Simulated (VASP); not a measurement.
# MgC2 (P4_2/mnm) in VASP: further runs

The runs below take MgC2 through relaxation of cell and atoms, with PBE.

All numbers are computed with VASP 6.6.1; they aren't measurements. Logs are shortened: lines on timing, memory, paths and dates and some standing lists are left out, and cuts for length are marked.

### 1 The cell of the first run

It takes space group P4_2/mnm (No. 136, tetragonal). Conventional cell: a = 4.930 Å, b = 4.930 Å, c = 3.204 Å, α = 90.00°, β = 90.00°, γ = 90.00°. Mg (site symmetry mmm) has 6 C at 2.10 to 2.13 Å within 2.8 Å. C (site symmetry m2m) has 3 Mg at 2.10 to 2.13 Å and 1 C at 2.72 Å within 2.8 Å.

### 2 Relaxation of cell and atoms, PBE

Contents of INCAR:

```
SYSTEM = MgC2
PREC = Accurate
ENCUT = 600
EDIFF = 1E-6
ISMEAR = 1
SIGMA = 0.02
LREAL = .False.
LASPH = .True.
NELM = 60
ALGO = Normal
ISIF = 3
LWAVE = .False.
LCHARG = .False.
GGA = PE
IBRION = 2
NSW = 80
EDIFFG = -0.03
```

Contents of KPOINTS:

```
regular mesh
0
Gamma
  5 5 7
  0 0 0
```

Contents of POSCAR:

```
MgC2
1.0
    4.9300000000      0.0000000000      0.0000000000
    0.0000000000      4.9300000000      0.0000000000
    0.0000000000      0.0000000000      3.2045000000
Mg C
2 4
Direct
    0.0000000000      0.0000000000      0.0000000000
    0.5000000000      0.5000000000      0.5000000000
    0.3050000000      0.3050000000      0.0000000000
    0.1950000000      0.8050000000      0.5000000000
    0.6950000000      0.6950000000      0.0000000000
    0.8050000000      0.1950000000      0.5000000000
```

Potentials or basis: VASP PAW PBE potentials, release 64 (Mg, C).

On the command line:

```sh
cat potpaw_PBE.64/Mg/POTCAR potpaw_PBE.64/C/POTCAR > POTCAR
mpirun -np 1 vasp_std > vasp.out
```

OUTCAR:

```text
SYSTEM = MgC2
   PREC = Accurate
   ENCUT = 600
   EDIFF = 1E-6
   ISMEAR = 1
   LREAL = .False.
   LASPH = .True.
   NELM = 60
   ISIF = 3
   GGA = PE
   IBRION = 2
   NSW = 80
   EDIFFG = -0.03

 ion  position               nearest neighbor table
   1  0.000  0.000  0.000-   4 2.10   6 2.10   4 2.10   6 2.10   5 2.13   3 2.13
   2  0.500  0.500  0.500-   3 2.10   5 2.10   3 2.10   5 2.10   4 2.13   6 2.13
   3  0.305  0.305  0.000-   2 2.10   2 2.10   1 2.13
   4  0.195  0.805  0.500-   1 2.10   1 2.10   2 2.13
   5  0.695  0.695  0.000-   2 2.10   2 2.10   1 2.13
   6  0.805  0.195  0.500-   1 2.10   1 2.10   2 2.13

  LATTYP: Found a simple tetragonal cell.
 ALAT       =     4.9300000000
 C/A-ratio  =     0.6500000000

  Lattice vectors:

 A1 = (   4.9300000000,   0.0000000000,   0.0000000000)
 A2 = (   0.0000000000,   4.9300000000,   0.0000000000)
 A3 = (   0.0000000000,   0.0000000000,   3.2045000000)

Analysis of symmetry for initial positions (statically):
=====================================================================
 Subroutine PRICEL returns:
 Original cell was already a primitive cell.

 Routine SETGRP: Setting up the symmetry group for a
 simple tetragonal supercell.

 Subroutine GETGRP returns: Found 16 space group operations
 (whereof  8 operations were pure point group operations)
 out of a pool of 16 trial point group operations.

The static configuration has the point symmetry D_2h.
 The point group associated with its full space group is D_4h.

Analysis of symmetry for dynamics (positions and initial velocities):
=====================================================================
 Subroutine PRICEL returns:
 Original cell was already a primitive cell.

 Routine SETGRP: Setting up the symmetry group for a
 simple tetragonal supercell.

 Subroutine GETGRP returns: Found 16 space group operations
 (whereof  8 operations were pure point group operations)
 out of a pool of 16 trial point group operations.

The dynamic configuration has the point symmetry D_2h.
 The point group associated with its full space group is D_4h.

 Subroutine INISYM returns: Found 16 space group operations
 (whereof  8 operations are pure point group operations),
 and found     1 'primitive' translations

----------------------------------------------------------------------------------------

                                     Primitive cell

  volume of cell :      77.8851

  direct lattice vectors                    reciprocal lattice vectors
     4.930000000  0.000000000  0.000000000     0.202839757  0.000000000  0.000000000
     0.000000000  4.930000000  0.000000000     0.000000000  0.202839757  0.000000000
     0.000000000  0.000000000  3.204500000     0.000000000  0.000000000  0.312061164

  length of vectors
     4.930000000  4.930000000  3.204500000     0.202839757  0.202839757  0.312061164

  position of ions in fractional coordinates (direct lattice)
     0.000000000  0.000000000  0.000000000
     0.500000000  0.500000000  0.500000000
     0.305000000  0.305000000  0.000000000
     0.195000000  0.805000000  0.500000000
     0.695000000  0.695000000  0.000000000
     0.805000000  0.195000000  0.500000000

  ion indices of the primitive-cell ions
   primitive index   ion index
                 1           1
                 2           2
                 3           3
                 4           4
                 5           5
                 6           6

----------------------------------------------------------------------------------------

 KPOINTS: regular mesh

Automatic generation of k-mesh.
 Grid dimensions read from file:
 generate k-points for:    5    5    7

 Generating k-lattice:

  Cartesian coordinates                     Fractional coordinates (reciprocal lattice)
     0.040567951  0.000000000  0.000000000     0.200000000  0.000000000  0.000000000
     0.000000000  0.040567951  0.000000000     0.000000000  0.200000000  0.000000000
     0.000000000  0.000000000  0.044580166     0.000000000  0.000000000  0.142857143

  Length of vectors
     0.040567951  0.040567951  0.044580166

  Shift w.r.t. Gamma in fractional coordinates (k-lattice)
     0.000000000  0.000000000  0.000000000

 Subroutine IBZKPT returns following result:
 ===========================================

 Found     24 irreducible k-points:

 Following reciprocal coordinates:
            Coordinates               Weight
  0.000000  0.000000  0.000000      1.000000
  0.200000  0.000000  0.000000      4.000000
  0.400000  0.000000  0.000000      4.000000
  0.200000  0.200000  0.000000      4.000000
  0.400000  0.200000  0.000000      8.000000
  0.400000  0.400000  0.000000      4.000000
[... 16 lines left out ...]
  0.400000  0.200000  0.428571     16.000000
  0.400000  0.400000  0.428571      8.000000
   k-points           NKPTS =     24   k-points in BZ     NKDIM =     24   number of bands    NBANDS=     14
   number of dos      NEDOS =    301   number of ions     NIONS =      6
   total plane-waves  NPLWV =  44800
   dimension x,y,z NGX =    40 NGY =   40 NGZ =   28
   dimension x,y,z NGXF=    80 NGYF=   80 NGZF=   56
   ions per type =               2   4
   NGX,Y,Z   is equivalent  to a cutoff of  13.49, 13.49, 14.53 a.u.
   NGXF,Y,Z  is equivalent  to a cutoff of  26.98, 26.98, 29.05 a.u.
 SYSTEM =  MgC2
   PREC   = accura    normal or accurate (medium, high low for compatibility)
   ISTART =      0    job   : 0-new  1-cont  2-samecut
   ICHARG =      2    charge: 1-file 2-atom 10-const
   ISPIN  =      1    spin polarized calculation?
   LNONCOLLINEAR =      F non collinear calculations
   LSORBIT =      F    spin-orbit coupling
   LASPH  =      T    aspherical Exc in radial PAW
   ENCUT  =  600.0 eV  44.10 Ry    6.64 a.u.   9.85  9.85  6.40*2*pi/ulx,y,z
   NELM   =     60;   NELMIN=  2; NELMDL= -5     # of ELM steps
   EDIFF  = 0.1E-05   stopping-criterion for ELM
   LREAL  =      F    real-space projection
   EDIFFG = -.3E-01   stopping-criterion for IOM
   NSW    =     80    number of steps for IOM
   IBRION =      2    ionic relax: 0-MD 1-quasi-New 2-CG
   NFREE  =      1    steps in history (QN), initial steepest desc. (CG)
   ISIF   =      3    stress and relaxation
   ISYM   =      2    0-nonsym 1-usesym 2-fastsym
   POTIM  = 0.5000    time-step for ionic-motion
   TEBEG  =    0.0;   TEEND  =   0.0 temperature during run
   PSTRESS=    0.0 pullay stress
   NELECT =      20.0000    total number of electrons
   NUPDOWN=      -1.0000    fix difference up-down
   EMIN   =  10.00;   EMAX   =-10.00  energy-range for DOS
   EFERMI =   0.00;   METHOD = LEGACY
   ISMEAR =     1;   SIGMA  =   0.02  broadening in eV -4-tet -1-fermi 0-gaus
   EFERMI_NEDOS =   21; number of points for ismear=-14 and -15
   IALGO  =     38    algorithm
   IMIX   =      4    mixing-type and parameters
     AMIX     =   0.40;   BMIX     =  1.00
     AMIX_MAG =   1.60;   BMIX_MAG =  1.00
  volume/ion in A,a.u.               =      12.98        87.60
  Fermi-wavevector in a.u.,A,eV,Ry     =   1.040559  1.966372 14.731891  1.082763
  Thomas-Fermi vector in A             =   2.175140
   LORBIT       =      0    0 simple, 1 ext, 2 COOP (PROOUT), +10 PAW based schemes
   GGA     = PE    functional components
   LHFCALC =     F    Hartree Fock is set to
   AEXX    =    0.0000 exact exchange contribution
   IVDW    =     0    specifies the selected vdW correction
   LEPSILON=     F    determine dielectric tensor
   LRPA    =     F    only Hartree local field effects (RPA)
 conjugate gradient relaxation of ions
 non-spin polarized calculation
 Methfessel and Paxton  Order N= 1 SIGMA  =   0.02
  energy-cutoff  :      600.00
  volume of cell :       77.89
 maximum number of plane-waves:      2620
 NGX is ok and might be reduce to    40
   NGX = 19   NGY = 19   NGZ = 13

--------------------------------------- Ionic step        1  -------------------------------------------

 number of electron      20.0000001 magnetization

 Free energy of the ion-electron system (eV)
  ---------------------------------------------------
  ext. energy  EPLUGINS =         0.00000000
  ---------------------------------------------------
  free energy    TOTEN  =       -21.05824090 eV

  energy without entropy =      -21.05830175  energy(sigma->0) =      -21.05826118

------------------------ aborting loop because EDIFF is reached ----------------------------------------

  FORCE on cell =-STRESS in cart. coord.  units (eV):
  Direction    XX          YY          ZZ          XY          YZ          ZX
  --------------------------------------------------------------------------------------
  -------------------------------------------------------------------------------------
  Total        2.1900677      2.1900677      9.0797754      0.0000000      0.0000000      0.0000000
  in kB       45.0519924     45.0519924    186.7805181      0.0000000      0.0000000      0.0000000
  external PRESSURE =      92.2948343 kB  Pullay stress =       0.0000000 kB
[... 101 lines left out ...]
  FREE ENERGIE OF THE ION-ELECTRON SYSTEM (eV)
  ---------------------------------------------------
  free  energy   TOTEN  =       -21.4122946594 eV

  energy  without entropy=      -21.4122010344  energy(sigma->0) =      -21.41226345

 E-fermi :   7.5909     XC(G=0): -10.0960

 val. band max:        7.5685837294   @ k =   0.4000   0.4000   0.1429
 cond. band min:       7.5997757424   @ k =   0.4000   0.2000   0.0000
 fundamental gap:      0.0311920130
 Fermi energy:         7.5908567605

 k-point     1 :       0.0000    0.0000    0.0000
  band No.  band energies     occupation
      1     -15.7682      2.00000
      2     -15.7682      2.00000
      3     -13.2154      2.00000
      4     -13.0248      2.00000
      5      -9.8272      2.00000
      6      -9.0123      2.00000
      7      -5.9181      2.00000
      8      -5.9181      2.00000
      9       7.1876      2.00000
     10       8.9262      0.00000
     11       9.8770      0.00000
     12      10.1670      0.00000
     13      13.2756      0.00000
     14      15.2637      0.00000
[... 375 lines left out ...]
 k-point    24 :       0.4000    0.4000    0.4286
  band No.  band energies     occupation
      1     -16.0032      2.00000
      2     -15.9794      2.00000
      3     -11.8046      2.00000
      4     -11.7983      2.00000
      5      -7.7565      2.00000
      6      -7.2214      2.00000
      7      -7.1931      2.00000
      8      -6.7049      2.00000
      9       6.5081      2.00000
     10       7.5078      2.00000
     11       8.2119      0.00000
     12       8.9202      0.00000
     13       9.5178      0.00000
     14      10.2397      0.00000

 E-fermi :   1.2882     XC(G=0):  -9.6810

 val. band max:        1.2722135585   @ k =   0.4000   0.4000   0.4286
 cond. band min:       3.9868813489   @ k =   0.0000   0.0000   0.0000
 fundamental gap:      2.7146677904
 Fermi energy:         1.2882139855

 k-point     1 :       0.0000    0.0000    0.0000
  band No.  band energies     occupation
      1     -11.7363      2.00000
      2     -10.9306      2.00000
      3      -2.2699      2.00000
      4      -1.8411      2.00000
      5      -1.3511      2.00000
      6      -1.3511      2.00000
      7      -0.5568      2.00000
      8       0.9693      2.00000
      9       0.9693      2.00000
     10       1.1755      2.00000
     11       3.9869      0.00000
     12       5.9611      0.00000
     13       7.5324      0.00000
     14       7.5324      0.00000
[... 375 lines left out ...]
 k-point    24 :       0.4000    0.4000    0.4286
  band No.  band energies     occupation
      1     -10.8963      2.00000
      2     -10.8761      2.00000
      3      -3.3507      2.00000
      4      -3.1184      2.00000
      5      -2.0863      2.00000
      6      -1.5143      2.00000
      7      -0.5445      2.00000
      8      -0.2677      2.00000
      9       1.1175      2.00000
     10       1.2722      1.98011
     11       6.2323      0.00000
     12       6.6042      0.00000
     13       9.2072      0.00000
     14       9.6142      0.00000

[... ionic steps 4 to 26 ...]

--------------------------------------- Ionic step       27  -------------------------------------------

 number of electron      20.0000002 magnetization

------------------------ aborting loop because EDIFF is reached ----------------------------------------

  FORCE on cell =-STRESS in cart. coord.  units (eV):
  Direction    XX          YY          ZZ          XY          YZ          ZX
  --------------------------------------------------------------------------------------
  -------------------------------------------------------------------------------------
  Total       -0.3579009     -0.3579009     -0.1572190     -0.0000000      0.0000000      0.0000000
  in kB       -7.5877234     -7.5877234     -3.3331414     -0.0000000      0.0000000      0.0000000
  external PRESSURE =      -6.1695294 kB  Pullay stress =       0.0000000 kB
[... 65 lines left out ...]
  energy  without entropy=      -37.1967664196  energy(sigma->0) =      -37.19673108

--------------------------------------- Ionic step       29  -------------------------------------------

 number of electron      20.0000002 magnetization

 Free energy of the ion-electron system (eV)
  ---------------------------------------------------
  ext. energy  EPLUGINS =         0.00000000
  ---------------------------------------------------
  free energy    TOTEN  =       -37.19947820 eV

  energy without entropy =      -37.19953121  energy(sigma->0) =      -37.19949587

 E-fermi :   1.3179     XC(G=0):  -9.6420

 val. band max:        1.3010270946   @ k =   0.4000   0.4000   0.4286
 cond. band min:       3.7396531365   @ k =   0.0000   0.0000   0.0000
 fundamental gap:      2.4386260418
 Fermi energy:         1.3178647384

 k-point     1 :       0.0000    0.0000    0.0000
  band No.  band energies     occupation
      1     -11.7509      2.00000
      2     -10.7852      2.00000
      3      -2.2357      2.00000
      4      -1.8608      2.00000
      5      -1.8608      2.00000
      6      -1.6919      2.00000
      7       0.1125      2.00000
      8       0.7755      2.00000
      9       0.9215      2.00000
     10       0.9215      2.00000
     11       3.7397      0.00000
     12       6.7663      0.00000
     13       6.7820      0.00000
     14       6.7820      0.00000
[... 422 lines left out ...]
  FREE ENERGIE OF THE ION-ELECTRON SYSTEM (eV)
  ---------------------------------------------------
  free  energy   TOTEN  =       -37.1994782046 eV

  energy  without entropy=      -37.1995312141  energy(sigma->0) =      -37.19949587

 reached required accuracy - stopping structural energy minimisation
```

Wall time 12 min (1 thread of Intel Xeon 8259CL, shared host); peak memory 0.23 GiB.

What came out:

- Free energy: -37.1995 eV
- Relaxed volume: 12.57 Å³/atom
- Relaxed cell: a = 3.968 Å, b = 3.968 Å, c = 4.790 Å, α = 90.00°, β = 90.00°, γ = 90.00°
- Space group after relaxing (to 0.1 Å): P4_2/mnm (No. 136)
- Pressure after relaxing: -0.1 GPa
- Band gap on the k mesh: 2.44 eV (least direct gap 2.82 eV)

Forces in eV/Å, atoms in the order of the input:
```
Mg   0.000  0.000  0.000
Mg   0.000  0.000  0.000
C   -0.001 -0.001  0.000
C    0.001 -0.001  0.000
C    0.001  0.001  0.000
C   -0.001  0.001  0.000
```

Final structure:
```cif
data_structure
_symmetry_space_group_name_H-M 'P 1'
_symmetry_Int_Tables_number 1
_cell_length_a 3.9678
_cell_length_b 3.9678
_cell_length_c 4.7901
_cell_angle_alpha 90.000
_cell_angle_beta 90.000
_cell_angle_gamma 90.000
_cell_volume 75.41
loop_
_atom_site_label
_atom_site_type_symbol
_atom_site_fract_x
_atom_site_fract_y
_atom_site_fract_z
_atom_site_occupancy
Mg1 Mg 0.00000 0.00000 0.00000 1
Mg2 Mg 0.50000 0.50000 0.50000 1
C1 C 0.38810 0.38810 0.00000 1
C2 C 0.11190 0.88810 0.50000 1
C3 C 0.61190 0.61190 0.00000 1
C4 C 0.88810 0.11190 0.50000 1
```

Levels at points of the mesh, in eV from the valence-band top:
| k point | band 8 | band 9 | band 10 | band 11 | band 12 | band 13 |
| --- | --- | --- | --- | --- | --- | --- |
| (0.00, 0.00, 0.00) | -0.53 | -0.38 | -0.38 | 2.44 | 5.47 | 5.48 |

Caveat: a cell axis changed by over 15 % at a fixed basis, so the end point is rough; an odd mesh through Γ misses points on the zone boundary, where band edges can lie.

(Part 1 of 2 ends here.)
